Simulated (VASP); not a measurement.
# Zr8N9 in VASP: single point with PBE

Aim: the single point of Zr8N9 with PBE.

All numbers are computed with VASP 6.6.1; they aren't measurements. Logs are shortened: lines on timing, memory, paths and dates and some standing lists are left out, and cuts for length are marked.

### 1 The cell of the first run

The cell holds a slab with vacuum, 17 atoms: a = 6.548 Å, b = 6.548 Å, c = 15.010 Å, α = 90.00°, β = 90.00°, γ = 60.00°.

### 2 Single point, PBE, collinear spin

INCAR

```
PREC = Accurate
ENCUT = 520
EDIFF = 1E-7
ISMEAR = -1
SIGMA = 0.05
LREAL = Auto
LASPH = T
NELM = 150
ALGO = Normal
ISIF = 2
LWAVE = F
LCHARG = F
ISPIN = 2
MAGMOM = 0.07 0.07 0.15 0.08 0 0 0 0 0 0 0 0 0 0 0 0 0
LORBIT = 11
LMAXMIX = 4
GGA = PE
NBANDS = 88
```

KPOINTS

```
regular mesh
0
Gamma
  2 2 1
```

POSCAR

```
Zr8N9
1.0
    6.5478090000      0.0000000000      0.0000000000
    3.2739040000      5.6705690000      0.0000000000
    0.0000000000      0.0000000000     15.0096980000
Zr N
8 9
Direct
    0.0000000000      0.0000000000      0.0666235923
    0.0000059640      0.5000027334      0.0666235923
    0.4999993127      0.0000000000      0.0666235923
    0.5000052767      0.5000027334      0.0666235923
    0.6702467208      0.6473777147      0.2384724863
    0.6792204508      0.1865950313      0.2415704833
    0.1554311886      0.6673580729      0.2543488883
    0.1468992988      0.1813221918      0.2502515374
    0.3285038827      0.8306044773      0.1450861969
    0.3260579586      0.3430872634      0.1412486780
    0.8524064796      0.8263544628      0.1367782350
    0.8387984383      0.3256992376      0.1499430568
   -0.0157436500      0.5041645733      0.3061487313
    0.0036998374      0.0115685040      0.3101061727
    0.4980308450      0.5021189232      0.3102727317
    0.3505820262      0.1199350541      0.3913736306
    0.4633496946      1.0726260451      0.4513348636
```

Potentials or basis: VASP PAW PBE potentials, release 64 (Zr_sv, N).

On the command line:

```sh
cat potpaw_PBE.64/Zr_sv/POTCAR potpaw_PBE.64/N/POTCAR > POTCAR
mpirun -np 1 vasp_std > vasp.out
```

OUTCAR:

```text
PREC = Accurate
   ENCUT = 520
   EDIFF = 1E-7
   ISMEAR = -1
   LREAL = Auto
   LASPH = T
   NELM = 150
   ISIF = 2
   ISPIN = 2
   LORBIT = 11
   GGA = PE

 ion  position               nearest neighbor table
   1  0.000  0.000  0.067-  11 2.11   9 2.20  12 2.23   6 3.20   2 3.27   4 3.27   3 3.27   3 3.27
                             4 3.27   2 3.27   8 3.33   7 3.39
   2  0.000  0.500  0.067-  11 2.13  10 2.16  12 2.28   5 3.19   1 3.27   3 3.27   4 3.27   4 3.27
                             3 3.27   1 3.27   8 3.30   7 3.36
   3  0.500  0.000  0.067-  10 2.24  11 2.26   9 2.26   5 3.26   4 3.27   2 3.27   1 3.27   1 3.27
                             2 3.27   4 3.27   6 3.35   8 3.41
   4  0.500  0.500  0.067-  10 2.19   9 2.21  12 2.29   5 3.15   6 3.17   3 3.27   1 3.27   2 3.27
                             2 3.27   1 3.27   3 3.27   7 3.43
   5  0.670  0.647  0.238-  13 2.05  15 2.10  12 2.26   9 2.39  11 2.55   6 2.99   8 3.09   4 3.15
                             2 3.19   7 3.25   3 3.26   7 3.32   8 3.47   6 3.56
   6  0.679  0.187  0.242-  15 2.07  14 2.11  12 2.18  10 2.51  11 2.58   5 2.99   8 3.05   4 3.17
                             1 3.20   7 3.27   7 3.30   3 3.35   8 3.51   5 3.56
   7  0.155  0.667  0.254-  13 2.05  15 2.12  14 2.13  11 2.46  10 2.50   9 2.52   8 3.21   5 3.25
                             6 3.27   6 3.30   5 3.32   8 3.34   2 3.36   1 3.39   4 3.43
   8  0.147  0.181  0.250-  14 1.99  13 2.01  12 2.31  16 2.43  10 2.53   9 2.54   6 3.05   5 3.09
                             7 3.21   2 3.30   1 3.33   7 3.34   3 3.41   5 3.47   6 3.51
   9  0.329  0.831  0.145-   1 2.20   4 2.21   3 2.26   5 2.39   7 2.52   8 2.54
  10  0.326  0.343  0.141-   2 2.16   4 2.19   3 2.24   7 2.50   6 2.51   8 2.53
  11  0.852  0.826  0.137-   1 2.11   2 2.13   3 2.26   7 2.46   5 2.55   6 2.58
  12  0.839  0.326  0.150-   6 2.18   1 2.23   5 2.26   2 2.28   4 2.29   8 2.31
  13  0.984  0.504  0.306-   8 2.01   7 2.05   5 2.05
  14  0.004  0.012  0.310-   8 1.99   6 2.11   7 2.13
  15  0.498  0.502  0.310-   6 2.07   5 2.10   7 2.12
  16  0.351  0.120  0.391-  17 1.11   8 2.43
  17  0.463  0.073  0.451-  16 1.11

  LATTYP: Found a hexagonal cell.
 ALAT       =     6.5478088079
 C/A-ratio  =     2.2923238049

  Lattice vectors:

 A1 = (  -3.2739040000,  -5.6705690000,   0.0000000000)
 A2 = (   6.5478090000,   0.0000000000,   0.0000000000)
 A3 = (   0.0000000000,   0.0000000000,  15.0096980000)

Analysis of symmetry for initial positions (statically):
=====================================================================
 Subroutine PRICEL returns:
 Original cell was already a primitive cell.

 Routine SETGRP: Setting up the symmetry group for a
 hexagonal supercell.

 Subroutine GETGRP returns: Found  1 space group operations
 (whereof  1 operations were pure point group operations)
 out of a pool of 24 trial point group operations.

The static configuration has the point symmetry C_1 .

Analysis of symmetry for dynamics (positions and initial velocities):
=====================================================================
 Subroutine PRICEL returns:
 Original cell was already a primitive cell.

 Routine SETGRP: Setting up the symmetry group for a
 hexagonal supercell.

 Subroutine GETGRP returns: Found  1 space group operations
 (whereof  1 operations were pure point group operations)
 out of a pool of 24 trial point group operations.

The dynamic configuration has the point symmetry C_1 .

Analysis of structural, dynamic, and magnetic symmetry:
=====================================================================
 Subroutine PRICEL returns:
 Original cell was already a primitive cell.

 Routine SETGRP: Setting up the symmetry group for a
 hexagonal supercell.

 Subroutine GETGRP returns: Found  1 space group operations
 (whereof  1 operations were pure point group operations)
 out of a pool of 24 trial point group operations.

The overall configuration has the point symmetry C_1 .

 Subroutine INISYM returns: Found  1 space group operations
 (whereof  1 operations are pure point group operations),
 and found     1 'primitive' translations

----------------------------------------------------------------------------------------

                                     Primitive cell

  volume of cell :     557.3071

  direct lattice vectors                    reciprocal lattice vectors
[... 85 lines left out ...]
   NGXF,Y,Z  is equivalent  to a cutoff of  25.39, 25.39, 24.81 a.u.
 SYSTEM =  unknown system
   PREC   = accura    normal or accurate (medium, high low for compatibility)
   ISTART =      0    job   : 0-new  1-cont  2-samecut
   ICHARG =      2    charge: 1-file 2-atom 10-const
   ISPIN  =      2    spin polarized calculation?
   LNONCOLLINEAR =      F non collinear calculations
   LSORBIT =      F    spin-orbit coupling
   LASPH  =      T    aspherical Exc in radial PAW
   ENCUT  =  520.0 eV  38.22 Ry    6.18 a.u.  12.17 12.17 27.91*2*pi/ulx,y,z
   NELM   =    150;   NELMIN=  2; NELMDL= -5     # of ELM steps
   EDIFF  = 0.1E-06   stopping-criterion for ELM
   LREAL  =      T    real-space projection
   EDIFFG = 0.1E-05   stopping-criterion for IOM
   NSW    =      0    number of steps for IOM
   IBRION =     -1    ionic relax: 0-MD 1-quasi-New 2-CG
   NFREE  =      0    steps in history (QN), initial steepest desc. (CG)
   ISIF   =      2    stress and relaxation
   ISYM   =      2    0-nonsym 1-usesym 2-fastsym
   POTIM  = 0.5000    time-step for ionic-motion
   TEBEG  =    0.0;   TEEND  =   0.0 temperature during run
   PSTRESS=    0.0 pullay stress
   NELECT =     141.0000    total number of electrons
   NUPDOWN=      -1.0000    fix difference up-down
   EMIN   =  10.00;   EMAX   =-10.00  energy-range for DOS
   EFERMI =   0.00;   METHOD = LEGACY
   ISMEAR =    -1;   SIGMA  =   0.05  broadening in eV -4-tet -1-fermi 0-gaus
   EFERMI_NEDOS =   21; number of points for ismear=-14 and -15
   IALGO  =     38    algorithm
   IMIX   =      4    mixing-type and parameters
     AMIX     =   0.40;   BMIX     =  1.00
     AMIX_MAG =   1.60;   BMIX_MAG =  1.00
  volume/ion in A,a.u.               =      32.78       221.23
  Fermi-wavevector in a.u.,A,eV,Ry     =   1.035419  1.956659 14.586718  1.072094
  Thomas-Fermi vector in A             =   2.169762
   LORBIT       =     11    0 simple, 1 ext, 2 COOP (PROOUT), +10 PAW based schemes
   GGA     = PE    functional components
   LHFCALC =     F    Hartree Fock is set to
   AEXX    =    0.0000 exact exchange contribution
   IVDW    =     0    specifies the selected vdW correction
   LEPSILON=     F    determine dielectric tensor
   LRPA    =     F    only Hartree local field effects (RPA)
 spin polarized calculation
  energy-cutoff  :      520.00
  volume of cell :      557.31
 maximum number of plane-waves:     14994
 NGX is ok and might be reduce to    50
   NGX = 25   NGY = 25   NGZ = 55

 number of electron     141.0000001 magnetization       1.5077760

 Free energy of the ion-electron system (eV)
  ---------------------------------------------------
  ext. energy  EPLUGINS =         0.00000000
  ---------------------------------------------------
  free energy    TOTEN  =      -155.71668477 eV

  energy without entropy =     -155.65239813  energy(sigma->0) =     -155.68454145

 E-fermi :   1.2410     XC(G=0):  -5.9840

 val. band max:        1.2331274236   @ k =   0.5000   0.0000   0.0000
 cond. band min:       1.3545882505   @ k =   0.0000   0.0000   0.0000
 fundamental gap:      0.1214608268
 Fermi energy:         1.2410150038

 spin component 1

 k-point     1 :       0.0000    0.0000    0.0000
  band No.  band energies     occupation
      1     -48.1899      1.00000
      2     -47.8754      1.00000
      3     -47.8128      1.00000
      4     -47.7926      1.00000
      5     -47.7784      1.00000
      6     -47.7160      1.00000
[... 329 lines left out ...]
     81       3.0821      0.00000
     82       3.2353      0.00000
 Fermi energy:         1.2410150038

 spin component 2

 k-point     1 :       0.0000    0.0000    0.0000
  band No.  band energies     occupation
      1     -48.0239      1.00000
      2     -47.8086      1.00000
      3     -47.7560      1.00000
      4     -47.7372      1.00000
      5     -47.7243      1.00000
      6     -47.7039      1.00000
[... 329 lines left out ...]
     81       3.2356      0.00000
     82       3.3359      0.00000
 [bands above 82 left out]

------------------------ aborting loop because EDIFF is reached ----------------------------------------

  FORCE on cell =-STRESS in cart. coord.  units (eV):
  Direction    XX          YY          ZZ          XY          YZ          ZX
  --------------------------------------------------------------------------------------
  -------------------------------------------------------------------------------------
  Total        1.5975602      2.3060999      0.4103302      1.2873407     -1.4213334     -0.1435916
  in kB        4.5927544      6.6297034      1.1796400      3.7009182     -4.0861278     -0.4128050
  external PRESSURE =       4.1340326 kB  Pullay stress =       0.0000000 kB

 VOLUME and BASIS-vectors are now :
 -----------------------------------------------------------------------------
  energy-cutoff  :      520.00
  volume of cell :      557.31
      direct lattice vectors                 reciprocal lattice vectors
     6.547809000  0.000000000  0.000000000     0.152722842 -0.088174559  0.000000000
     3.273904000  5.670569000  0.000000000     0.000000000  0.176349146  0.000000000
     0.000000000  0.000000000 15.009698000     0.000000000  0.000000000  0.066623592

 POSITION                                       TOTAL-FORCE (eV/Angst)
 -----------------------------------------------------------------------------------
      0.00000      0.00000      1.00000         0.567813     -0.215021     -0.449430
      1.63700      2.83530      1.00000         0.099200     -0.281415     -0.616058
      3.27390      0.00000      1.00000        -0.076678      0.000303      0.901632
      4.91090      2.83530      1.00000        -0.210892      0.180399     -0.589977
      6.50810      3.67100      3.57940        -0.402564     -0.097211     -0.066662
      5.05830      1.05810      3.62590        -0.399782     -0.381859      0.178115
[... 9 lines left out ...]
      2.68820      0.68010      5.87440        -0.816135     -0.006978     -1.823939
      3.27170      0.41183      6.77440         0.946999     -0.333435      1.936240
 -----------------------------------------------------------------------------------
    total drift:                               -0.000118      0.001821      0.001760

  FREE ENERGIE OF THE ION-ELECTRON SYSTEM (eV)
  ---------------------------------------------------
  free  energy   TOTEN  =      -155.7166847729 eV

  energy  without entropy=     -155.6523981340  energy(sigma->0) =     -155.68454145

 total charge

# of ion       s       p       d       tot
------------------------------------------
    1        2.190   5.996   1.676   9.862
    2        2.187   5.994   1.681   9.862
    3        2.179   5.984   1.606   9.769
    4        2.183   5.989   1.661   9.832
    5        2.177   6.025   1.715   9.917
    6        2.178   6.019   1.720   9.917
[... 9 lines left out ...]
   16        1.356   2.546   0.000   3.902
   17        1.375   2.468   0.000   3.843
--------------------------------------------------
tot         29.044  70.141  13.426 112.612

 magnetization (x)

# of ion       s       p       d       tot
------------------------------------------
    1        0.003   0.006   0.099   0.108
    2        0.003   0.007   0.105   0.115
    3        0.008   0.013   0.245   0.265
    4        0.004   0.009   0.118   0.131
    5       -0.000  -0.000   0.022   0.022
    6       -0.000  -0.000   0.025   0.024
[... 9 lines left out ...]
   16        0.000   0.000   0.000   0.000
   17       -0.000  -0.000   0.000  -0.000
--------------------------------------------------
tot          0.017   0.039   0.644   0.700
```

Wall time 16 min (1 thread of Intel Xeon Platinum 8488C (Sapphire Rapids), shared host); peak memory 0.95 GiB.

Results:

```
Free energy                                           : -155.7167 eV
Largest force                                         : 2.181 eV/Å
Net moment                                            : 1.51 μB per cell
Site moments                                          : Zr +0.11, +0.12, +0.27, +0.13, +0.02, +0.01 (each value once); N -0.00, +0.00 (each value once) μB
Valence electrons inside the program's atomic spheres : Zr 9.86, 9.77, 9.83, 9.92, 9.96 (each value once); N 3.67, 3.69, 3.71, 3.76, 3.72, 3.70, 3.90, 3.84 (each value once)
```

Forces in eV/Å, atoms in the order of the input:
```
Zr   0.568 -0.215 -0.449
Zr   0.099 -0.281 -0.616
Zr  -0.077  0.000  0.902
Zr  -0.211  0.180 -0.590
Zr  -0.403 -0.097 -0.067
Zr  -0.400 -0.382  0.178
Zr   1.253  0.634  0.343
Zr   0.444 -0.648 -0.759
N    0.285  0.267 -0.210
N    0.204 -0.312  0.444
N   -0.759  0.333  0.905
N   -0.050  0.672  0.527
N    0.413  0.977  0.397
N   -1.248 -0.812 -0.299
N   -0.250  0.023 -0.819
N   -0.816 -0.007 -1.824
N    0.947 -0.333  1.936
```

Caveat: the k points lie up to 0.55 Å⁻¹ apart; the standard files for N, O and F lose accuracy on very short bonds.
